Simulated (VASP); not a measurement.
The system is AlBN.

```xyz
3
Lattice="2.6456 0.0000 0.0000 0.0000 2.6456 0.0000 0.0000 0.0000 5.4026" Properties=species:S:1:pos:R:3 pbc="T T T"
Al    1.3228    1.3228    0.0000
B     1.3228    1.3228    2.7013
N     0.0000    0.0000    0.0000
```

Program: VASP 6.6.1. Alike in all runs: task single point; potentials or basis VASP PAW PBE potentials, release 64 (Al, B, N); no spin polarisation; cell as given; k mesh 5 × 5 × 3; cutoff (eV) 520; smearing fermi-dirac 0.05 eV.

Task: Order these runs on this cell by their pressure, lowest first.
A. level PBE-based screened hybrid with 10 % exact exchange; share of exact exchange 0.1
B. level PBE-based screened hybrid with 30 % exact exchange; share of exact exchange 0.3
C. level PBE-based screened hybrid with 50 % exact exchange; share of exact exchange 0.5

Result: C (-5.7 GPa), B (-3.4 GPa), A (-1.1 GPa).

Caveats: all runs use coarse meshes; the PAW data sets were made with another functional, which shifts forces and pressure a little.
